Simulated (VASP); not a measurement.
# HPt6 in VASP: a series of runs

Runs on HPt6. Level: PBE. Tasks: single point.

Program: VASP 6.6.1. These are calculated values, not measurements. Logs are shortened: lines on timing, memory, paths and dates and some standing lists are left out, and cuts for length are marked.

### Step 1. The cell of the first run

The cell holds a slab with vacuum, 14 atoms: a = 5.615 Å, b = 5.615 Å, c = 22.620 Å, α = 90.00°, β = 90.00°, γ = 120.00°.

### Step 2. Single point, PBE

INCAR

```
PREC = Accurate
ENCUT = 520
EDIFF = 1E-7
ISMEAR = 0
SIGMA = 0.1
LREAL = F
LASPH = T
NELM = 100
ALGO = Normal
ISIF = 2
LWAVE = F
LCHARG = F
LDIPOL = T
IDIPOL = 3
DIPOL = 0.5 0.5 0.298
GGA = PE
NBANDS = 74
```

KPOINTS

```
Automatic mesh
0
Gamma
  6 6 1
```

POSCAR

```
HPt6
1.0
    5.6145835605      0.0000000000      0.0000000000
   -2.8072917802      4.8623719950      0.0000000000
    0.0000000000      0.0000000000     22.6197373747
Pt H
12 2
Direct
    0.3333333333      0.1666666667      0.1768367127
    0.3333333333      0.6666666667      0.1768367127
    0.8333333333      0.1666666667      0.1768367127
    0.8333333333      0.6666666667      0.1768367127
    0.1666666667      0.3333333333      0.2789580515
    0.1666666667      0.8333333333      0.2789580515
    0.6666666667      0.3333333333      0.2789580515
    0.6666666667      0.8333333333      0.2789580515
    0.0000000000      0.0000000000      0.3810715055
    0.0000000000      0.5000000000      0.3810715055
    0.5000000000      0.0000000000      0.3810715055
    0.5000000000      0.5000000000      0.3810715055
    0.2165800971      0.4331601942      0.4151125727
    0.2834199029      0.5668398058      0.4151125727
```

Potentials or basis: VASP PAW PBE potentials, release 64 (Pt, H).

Run with:

```bash
cat potpaw_PBE.64/Pt/POTCAR potpaw_PBE.64/H/POTCAR > POTCAR
mpirun -np 1 vasp_std > vasp.out
```

OUTCAR:

```text
PREC = Accurate
   ENCUT = 520
   EDIFF = 1E-7
   ISMEAR = 0
   LREAL = F
   LASPH = T
   NELM = 100
   ISIF = 2
   GGA = PE

 ion  position               nearest neighbor table
   1  0.333  0.167  0.177-   2 2.81   2 2.81   4 2.81   4 2.81   3 2.81   3 2.81   5 2.82   6 2.82
                             7 2.82
   2  0.333  0.667  0.177-   1 2.81   1 2.81   3 2.81   3 2.81   4 2.81   4 2.81   6 2.82   5 2.82
                             8 2.82
   3  0.833  0.167  0.177-   4 2.81   4 2.81   2 2.81   2 2.81   1 2.81   1 2.81   7 2.82   8 2.82
                             5 2.82
   4  0.833  0.667  0.177-   3 2.81   3 2.81   1 2.81   1 2.81   2 2.81   2 2.81   8 2.82   7 2.82
                             6 2.82
   5  0.167  0.333  0.279-   6 2.81   6 2.81   8 2.81   8 2.81   7 2.81   7 2.81   9 2.82  12 2.82
                            10 2.82   1 2.82   2 2.82   3 2.82
   6  0.167  0.833  0.279-   5 2.81   5 2.81   7 2.81   7 2.81   8 2.81   8 2.81  10 2.82  11 2.82
                             9 2.82   2 2.82   1 2.82   4 2.82
   7  0.667  0.333  0.279-   8 2.81   8 2.81   6 2.81   6 2.81   5 2.81   5 2.81  11 2.82  10 2.82
                            12 2.82   3 2.82   4 2.82   1 2.82
   8  0.667  0.833  0.279-   7 2.81   7 2.81   5 2.81   5 2.81   6 2.81   6 2.81  12 2.82   9 2.82
                            11 2.82   4 2.82   3 2.82   2 2.82
   9  0.000  0.000  0.381-  10 2.81  10 2.81  12 2.81  12 2.81  11 2.81  11 2.81   5 2.82   8 2.82
                             6 2.82
  10  0.000  0.500  0.381-  13 1.63  14 1.63   9 2.81   9 2.81  11 2.81  11 2.81  12 2.81  12 2.81
                             6 2.82   7 2.82   5 2.82
  11  0.500  0.000  0.381-  12 2.81  12 2.81  10 2.81  10 2.81   9 2.81   9 2.81   7 2.82   6 2.82
                             8 2.82
  12  0.500  0.500  0.381-  14 1.63  13 1.63  11 2.81  11 2.81   9 2.81   9 2.81  10 2.81  10 2.81
                             8 2.82   5 2.82   7 2.82
  13  0.217  0.433  0.415-  14 0.65  10 1.63  12 1.63
  14  0.283  0.567  0.415-  13 0.65  12 1.63  10 1.63

  LATTYP: Found a hexagonal cell.
 ALAT       =     5.6145835605
 C/A-ratio  =     4.0287471245

  Lattice vectors:

 A1 = (   5.6145835605,   0.0000000000,   0.0000000000)
 A2 = (  -2.8072917802,   4.8623719950,   0.0000000000)
 A3 = (   0.0000000000,   0.0000000000,  22.6197373747)

Analysis of symmetry for initial positions (statically):
=====================================================================
 Subroutine PRICEL returns:
 Original cell was already a primitive cell.

 Routine SETGRP: Setting up the symmetry group for a
 hexagonal supercell.

 Subroutine GETGRP returns: Found  2 space group operations
 (whereof  2 operations were pure point group operations)
 out of a pool of 24 trial point group operations.

The static configuration has the point symmetry C_1h.

Analysis of symmetry for dynamics (positions and initial velocities):
=====================================================================
 Subroutine PRICEL returns:
 Original cell was already a primitive cell.

 Routine SETGRP: Setting up the symmetry group for a
 hexagonal supercell.

 Subroutine GETGRP returns: Found  2 space group operations
 (whereof  2 operations were pure point group operations)
 out of a pool of 24 trial point group operations.

The dynamic configuration has the point symmetry C_1h.

 Subroutine INISYM returns: Found  2 space group operations
 (whereof  2 operations are pure point group operations),
 and found     1 'primitive' translations

----------------------------------------------------------------------------------------

                                     Primitive cell

  volume of cell :     617.5232

  direct lattice vectors                    reciprocal lattice vectors
     5.614583560  0.000000000  0.000000000     0.178107599  0.102830470  0.000000000
    -2.807291780  4.862371995  0.000000000     0.000000000  0.205660941  0.000000000
     0.000000000  0.000000000 22.619737375     0.000000000  0.000000000  0.044209178

  length of vectors
     5.614583560  5.614583560 22.619737375     0.205660941  0.205660941  0.044209178

  position of ions in fractional coordinates (direct lattice)
     0.333333333  0.166666667  0.176836713
     0.333333333  0.666666667  0.176836713
     0.833333333  0.166666667  0.176836713
     0.833333333  0.666666667  0.176836713
[... 58 lines left out ...]
  0.000000  0.166667  0.000000      2.000000
  0.333333  0.000000  0.000000      4.000000
  0.000000  0.333333  0.000000      2.000000
  0.500000  0.000000  0.000000      2.000000
  0.000000  0.500000  0.000000      1.000000
  0.166667  0.166667  0.000000      4.000000
 -0.333333  0.166667  0.000000      2.000000
  0.333333  0.166667  0.000000      4.000000
 -0.166667  0.500000  0.000000      4.000000
  0.500000  0.333333  0.000000      4.000000
  0.333333  0.333333  0.000000      2.000000
   k-points           NKPTS =     13   k-points in BZ     NKDIM =     13   number of bands    NBANDS=     74
   number of dos      NEDOS =    301   number of ions     NIONS =     14
   total plane-waves  NPLWV = 296352
   dimension x,y,z NGX =    42 NGY =   42 NGZ =  168
   dimension x,y,z NGXF=    84 NGYF=   84 NGZF=  336
   ions per type =              12   2
   NGX,Y,Z   is equivalent  to a cutoff of  12.44, 12.44, 12.35 a.u.
   NGXF,Y,Z  is equivalent  to a cutoff of  24.87, 24.87, 24.69 a.u.
 SYSTEM =  unknown system
   PREC   = accura    normal or accurate (medium, high low for compatibility)
   ISTART =      0    job   : 0-new  1-cont  2-samecut
   ICHARG =      2    charge: 1-file 2-atom 10-const
   ISPIN  =      1    spin polarized calculation?
   LNONCOLLINEAR =      F non collinear calculations
   LSORBIT =      F    spin-orbit coupling
   LASPH  =      T    aspherical Exc in radial PAW
   ENCUT  =  520.0 eV  38.22 Ry    6.18 a.u.  10.44 10.44 42.06*2*pi/ulx,y,z
   NELM   =    100;   NELMIN=  2; NELMDL= -5     # of ELM steps
   EDIFF  = 0.1E-06   stopping-criterion for ELM
   LREAL  =      F    real-space projection
   EDIFFG = 0.1E-05   stopping-criterion for IOM
   NSW    =      0    number of steps for IOM
   IBRION =     -1    ionic relax: 0-MD 1-quasi-New 2-CG
   NFREE  =      0    steps in history (QN), initial steepest desc. (CG)
   ISIF   =      2    stress and relaxation
   ISYM   =      2    0-nonsym 1-usesym 2-fastsym
   POTIM  = 0.5000    time-step for ionic-motion
   TEBEG  =    0.0;   TEEND  =   0.0 temperature during run
   PSTRESS=    0.0 pullay stress
   NELECT =     122.0000    total number of electrons
   NUPDOWN=      -1.0000    fix difference up-down
   EMIN   =  10.00;   EMAX   =-10.00  energy-range for DOS
   EFERMI =   0.00;   METHOD = LEGACY
   ISMEAR =     0;   SIGMA  =   0.10  broadening in eV -4-tet -1-fermi 0-gaus
   EFERMI_NEDOS =   21; number of points for ismear=-14 and -15
   IALGO  =     38    algorithm
   IMIX   =      4    mixing-type and parameters
     AMIX     =   0.40;   BMIX     =  1.00
     AMIX_MAG =   1.60;   BMIX_MAG =  1.00
  volume/ion in A,a.u.               =      44.11       297.66
  Fermi-wavevector in a.u.,A,eV,Ry     =   0.953477  1.801811 12.369314  0.909119
  Thomas-Fermi vector in A             =   2.082136
   LORBIT       =      0    0 simple, 1 ext, 2 COOP (PROOUT), +10 PAW based schemes
   GGA     = PE    functional components
   LHFCALC =     F    Hartree Fock is set to
   AEXX    =    0.0000 exact exchange contribution
   IVDW    =     0    specifies the selected vdW correction
   LEPSILON=     F    determine dielectric tensor
   LRPA    =     F    only Hartree local field effects (RPA)
 non-spin polarized calculation
 Gauss-broadening in eV      SIGMA  =   0.10
  energy-cutoff  :      520.00
  volume of cell :      617.52
 maximum number of plane-waves:     16729
 NGX is ok and might be reduce to    42
   NGX = 21   NGY = 21   NGZ = 85

 dipolmoment           0.000000      0.000000      0.273194 electrons x Angstroem

 number of electron     121.9999985 magnetization

 dipolmoment           0.000000      0.000000     -0.059503 electrons x Angstroem

 Free energy of the ion-electron system (eV)
  ---------------------------------------------------
  ext. energy  EPLUGINS =         0.00000000
  ---------------------------------------------------
  free energy    TOTEN  =       -72.46192815 eV

  energy without entropy =      -72.32650514  energy(sigma->0) =      -72.39421665

 E-fermi :  -0.6705     XC(G=0):  -4.8773

 val. band max:       -0.6784598869   @ k =   0.1667   0.0000   0.0000
 cond. band min:      -0.6644241528   @ k =   0.5000   0.0000   0.0000
 fundamental gap:      0.0140357341
 Fermi energy:        -0.6704535343

 k-point     1 :       0.0000    0.0000    0.0000
  band No.  band energies     occupation
      1     -14.4883      2.00000
      2      -9.3484      2.00000
      3      -7.5964      2.00000
      4      -7.2879      2.00000
      5      -7.2101      2.00000
      6      -6.8590      2.00000
[... 977 lines left out ...]
     72       4.2752      0.00000
     73       4.4428      0.00000
 [bands above 73 left out]

------------------------ aborting loop because EDIFF is reached ----------------------------------------

 vacuum level on the upper side and lower side of the slab       (xc-potential included)        -0.264         0.121

  FORCE on cell =-STRESS in cart. coord.  units (eV):
  Direction    XX          YY          ZZ          XY          YZ          ZX
  --------------------------------------------------------------------------------------
  -------------------------------------------------------------------------------------
  Total       -5.4395087     -6.1492204      5.5805683     -0.0000000     -0.1337992     -0.0000000
  in kB      -14.1129228    -15.9542852     14.4789050     -0.0000000     -0.3471449     -0.0000000
  external PRESSURE =      -5.1961010 kB  Pullay stress =       0.0000000 kB

 VOLUME and BASIS-vectors are now :
 -----------------------------------------------------------------------------
  energy-cutoff  :      520.00
  volume of cell :      617.52
      direct lattice vectors                 reciprocal lattice vectors
     5.614583560  0.000000000  0.000000000     0.178107599  0.102830470  0.000000000
    -2.807291780  4.862371995  0.000000000     0.000000000  0.205660941  0.000000000
     0.000000000  0.000000000 22.619737375     0.000000000  0.000000000  0.044209178

 POSITION                                       TOTAL-FORCE (eV/Angst)
 -----------------------------------------------------------------------------------
      1.40365      0.81040      4.00000         0.025032      0.003904     -0.124642
     -0.00000      3.24158      4.00000         0.000000      0.020264      0.004603
      4.21094      0.81040      4.00000        -0.025032      0.003904     -0.124642
      2.80729      3.24158      4.00000        -0.000000     -0.033751      0.096494
      0.00000      1.62079      6.30996        -0.000000     -0.108522     -0.449732
     -1.40365      4.05198      6.30996        -0.018103      0.129842     -0.194254
      2.80729      1.62079      6.30996        -0.000000     -0.066911      0.126369
      1.40365      4.05198      6.30996         0.018103      0.129842     -0.194254
      0.00000      0.00000      8.61974        -0.000000     -0.638783     -0.216045
     -1.40365      2.43119      8.61974        -4.121736     -0.108573     -1.527882
      2.80729      0.00000      8.61974         0.000000      0.732643     -0.347464
      1.40365      2.43119      8.61974         4.121736     -0.108573     -1.527882
      0.00000      2.10619      9.38974        -0.000000    -10.731441      2.239919
      0.00000      2.75619      9.38974         0.000000     10.776154      2.239410
 -----------------------------------------------------------------------------------
    total drift:                               -0.000000      0.000038      0.000269

  FREE ENERGIE OF THE ION-ELECTRON SYSTEM (eV)
  ---------------------------------------------------
  free  energy   TOTEN  =       -72.4619281486 eV

  energy  without entropy=      -72.3265051426  energy(sigma->0) =      -72.39421665

 vacuum level on the upper side and lower side of the slab         4.695         5.088
```

It took 61 min on 1 thread of Intel Xeon 8259CL, shared host; peak memory 0.9 GiB.

Results:

```
Free energy            : -72.4619 eV
Largest force          : 11.006 eV/Å
Band gap on the k mesh : zero (bands 61 and 62 overlap by 0.65 eV)
```

Forces on the atoms (eV/Å):
```
Pt    0.025   0.004  -0.125
Pt    0.000   0.020   0.005
Pt   -0.025   0.004  -0.125
Pt    0.000  -0.034   0.096
Pt    0.000  -0.109  -0.450
Pt   -0.018   0.130  -0.194
Pt    0.000  -0.067   0.126
Pt    0.018   0.130  -0.194
Pt    0.000  -0.639  -0.216
Pt   -4.122  -0.109  -1.528
Pt    0.000   0.733  -0.347
Pt    4.122  -0.109  -1.528
H     0.000 -10.731   2.240
H     0.000  10.776   2.239
```

Levels at points of the mesh, in eV from the Fermi level:
```tsv
k point	band 59	band 60	band 61	band 62	band 63	band 64
(0.00, 0.00, 0.00)	0.28	0.33	0.39	0.59	0.60	0.61
(0.50, 0.00, 0.00)	-0.25	-0.16	-0.03	0.01	0.21	0.26
(0.00, 0.50, 0.00)	-0.33	-0.12	-0.11	0.05	0.22	0.24
```

Caveat: spin-orbit coupling is left out, which moves the levels of the heavy elements.

### Step 3. Single point, PBE

INCAR, as its differences from that of step 2:

```diff
@@ -14,3 +14,3 @@
 IDIPOL = 3
-DIPOL = 0.5 0.5 0.298
+DIPOL = 0.5 0.5 0.316
 GGA = PE
```

KPOINTS

```
regular mesh
0
Gamma
  6 6 1
```

POSCAR, as its differences from that of step 2:

```diff
@@ -20,3 +20,3 @@
     0.5000000000      0.5000000000      0.3810715055
-    0.2165800971      0.4331601942      0.4151125727
-    0.2834199029      0.5668398058      0.4151125727
+    0.2027493988      0.4054987976      0.5402245469
+    0.2972506012      0.5945012024      0.5402245469
```

Potentials or basis: VASP PAW PBE potentials, release 64 (Pt, H).

Run with:

```bash
cat potpaw_PBE.64/Pt/POTCAR potpaw_PBE.64/H/POTCAR > POTCAR
mpirun -np 1 vasp_std > vasp.out
```

Run time: 39 min. Hardware: 1 thread of AMD EPYC 7R43 (Zen 3), shared host; peak memory 0.81 GiB.

Results (log left out):

```
Free energy            : -74.4304 eV
Largest force          : 3.515 eV/Å
Band gap on the k mesh : zero (bands 61 and 62 overlap by 0.75 eV)
```

Forces on the atoms (eV/Å):
```
Pt  -0.001  0.000  0.019
Pt   0.000 -0.001  0.017
Pt   0.001  0.000  0.019
Pt   0.000  0.001  0.017
Pt   0.000  0.000 -0.003
Pt   0.001 -0.001 -0.001
Pt   0.000  0.001 -0.006
Pt  -0.001 -0.001 -0.001
Pt   0.000  0.000 -0.018
Pt   0.000  0.001 -0.015
Pt   0.000 -0.002 -0.018
Pt   0.000  0.001 -0.015
H    0.000  3.515  0.003
H    0.000 -3.515  0.003
```

Levels at points of the mesh, in eV from the Fermi level:
| k point | band 57 | band 58 | band 59 | band 60 | band 61 | band 62 | band 63 | band 64 | band 65 | band 66 |
| --- | --- | --- | --- | --- | --- | --- | --- | --- | --- | --- |
| (0.00, 0.00, 0.00) | 0.20 | 0.20 | 0.54 | 0.54 | 0.55 | 0.59 | 0.59 | 0.59 | 0.97 | 1.25 |
| (0.50, 0.00, 0.00) | -0.71 | -0.57 | -0.56 | -0.11 | -0.10 | 0.03 | 0.03 | 0.27 | 0.27 | 1.70 |
| (0.00, 0.50, 0.00) | -0.71 | -0.57 | -0.55 | -0.11 | -0.10 | 0.03 | 0.03 | 0.27 | 0.27 | 1.69 |

Caveat: spin-orbit coupling is left out, which moves the levels of the heavy elements.

### Step 4. Single point, PBE

INCAR

```
SYSTEM = HPt6
PREC     = Accurate       ! precision mode
ENCUT    = 520            ! plane-wave cutoff, eV
EDIFF    = 1E-7           ! SCF threshold, eV
ISMEAR   = 0              ! smearing method
SIGMA    = 0.1            ! smearing width, eV
LREAL    = .FALSE.        ! projectors in reciprocal space
LASPH    = .TRUE.         ! aspherical terms in the spheres
NELM     = 100            ! most SCF steps
ALGO     = Normal         ! electronic algorithm
ISIF     = 2              ! what is computed and relaxed
LWAVE    = .FALSE.        ! write WAVECAR
LCHARG   = .FALSE.        ! write CHGCAR
LDIPOL   = .TRUE.       
IDIPOL   = 3            
DIPOL    = 0.5 0.5 0.300
GGA      = PE             ! functional
NBANDS   = 74             ! bands
```

KPOINTS

```
Automatic mesh
0
G
  6 6 1
  0 0 0
```

POSCAR, as its differences from that of step 3:

```diff
@@ -20,3 +20,3 @@
     0.5000000000      0.5000000000      0.3810715055
-    0.2027493988      0.4054987976      0.5402245469
-    0.2972506012      0.5945012024      0.5402245469
+    0.1549332300      0.3098664600      0.4292595097
+    0.3450667700      0.6901335400      0.4292595097
```

Run with:

```bash
cat potpaw_PBE.64/Pt/POTCAR potpaw_PBE.64/H/POTCAR > POTCAR
mpirun -np 1 vasp_std > vasp.out
```

Run time: 62 min. Hardware: 1 thread of Intel Xeon 8259CL, shared host; peak memory 0.88 GiB.

The run converged. Its results:

```
Free energy            : -75.3719 eV
Largest force          : 0.888 eV/Å
Band gap on the k mesh : zero (bands 61 and 62 overlap by 0.63 eV)
```

Forces in eV/Å, atoms in the order of the input:
```
Pt   0.039  0.008 -0.050
Pt   0.000  0.038 -0.070
Pt  -0.039  0.008 -0.050
Pt   0.000 -0.004  0.013
Pt   0.000 -0.063 -0.359
Pt  -0.023  0.001 -0.143
Pt   0.000  0.033  0.174
Pt   0.023  0.001 -0.143
Pt   0.000  0.165  0.466
Pt  -0.204 -0.027  0.619
Pt   0.000 -0.078  0.271
Pt   0.204 -0.027  0.619
H    0.000 -0.571 -0.681
H    0.000  0.519 -0.669
```

Levels at points of the mesh, in eV from the Fermi level:
```
           k point  band 59  band 60  band 61  band 62  band 63  band 64
(0.00, 0.00, 0.00)     0.34     0.34     0.36     0.43     0.59     0.59
(0.50, 0.00, 0.00)    -0.24    -0.16    -0.03     0.00     0.23     0.26
(0.00, 0.50, 0.00)    -0.21    -0.21    -0.03     0.02     0.24     0.25
```

Caveat: spin-orbit coupling is left out, which moves the levels of the heavy elements.

### Step 5. Single point, PBE

INCAR

```
SYSTEM = HPt6
  PREC = Accurate
  ENCUT = 520
  EDIFF = 1E-7
  ISMEAR = 0
  SIGMA = 0.1
  LREAL = .FALSE.
  LASPH = .TRUE.
  NELM = 100
  ALGO = Normal
  ISIF = 2
  LWAVE = .FALSE.
  LCHARG = .FALSE.
  LDIPOL = .TRUE.
  IDIPOL = 3
  DIPOL = 0.5 0.5 0.302
  GGA = PE
  NBANDS = 74
```

KPOINTS

```
regular mesh
0
G
  6 6 1
  0 0 0
```

POSCAR, as its differences from that of step 4:

```diff
@@ -20,3 +20,3 @@
     0.5000000000      0.5000000000      0.3810715055
-    0.1549332300      0.3098664600      0.4292595097
-    0.3450667700      0.6901335400      0.4292595097
+    0.1892786072      0.3785572143      0.4434064467
+    0.3107213928      0.6214427857      0.4434064467
```

Run with:

```bash
cat potpaw_PBE.64/Pt/POTCAR potpaw_PBE.64/H/POTCAR > POTCAR
mpirun -np 1 vasp_std > vasp.out
```

Run time: 20 min. Hardware: 1 thread of AMD EPYC 9R45 (Zen 5), shared host; peak memory 0.83 GiB.

Results (log left out):

```
Free energy            : -74.4992 eV
Largest force          : 1.048 eV/Å
Band gap on the k mesh : zero (bands 61 and 62 overlap by 0.71 eV)
```

Forces in eV/Å, atoms in the order of the input:
```
Pt   0.053  0.012 -0.085
Pt   0.000  0.033  0.022
Pt  -0.053  0.012 -0.085
Pt   0.000 -0.025  0.105
Pt   0.000 -0.117 -0.361
Pt  -0.024  0.068 -0.074
Pt   0.000  0.031  0.356
Pt   0.024  0.068 -0.074
Pt   0.000 -0.052  0.155
Pt   0.109 -0.054  0.965
Pt   0.000  0.092  0.042
Pt  -0.109 -0.054  0.965
H    0.000  0.369 -0.958
H    0.000 -0.384 -0.975
```

Levels at points of the mesh, in eV from the Fermi level:
| k point | band 57 | band 58 | band 59 | band 60 | band 61 | band 62 | band 63 | band 64 | band 65 | band 66 |
| --- | --- | --- | --- | --- | --- | --- | --- | --- | --- | --- |
| (0.00, 0.00, 0.00) | 0.21 | 0.22 | 0.36 | 0.41 | 0.45 | 0.58 | 0.58 | 0.59 | 0.66 | 1.02 |
| (0.50, 0.00, 0.00) | -0.73 | -0.71 | -0.27 | -0.17 | -0.03 | 0.01 | 0.21 | 0.27 | 0.59 | 1.33 |
| (0.00, 0.50, 0.00) | -0.71 | -0.67 | -0.27 | -0.16 | -0.05 | 0.04 | 0.24 | 0.24 | 0.39 | 1.45 |

Caveat: spin-orbit coupling is left out, which moves the levels of the heavy elements.

(Continued in part 2 of 2.)
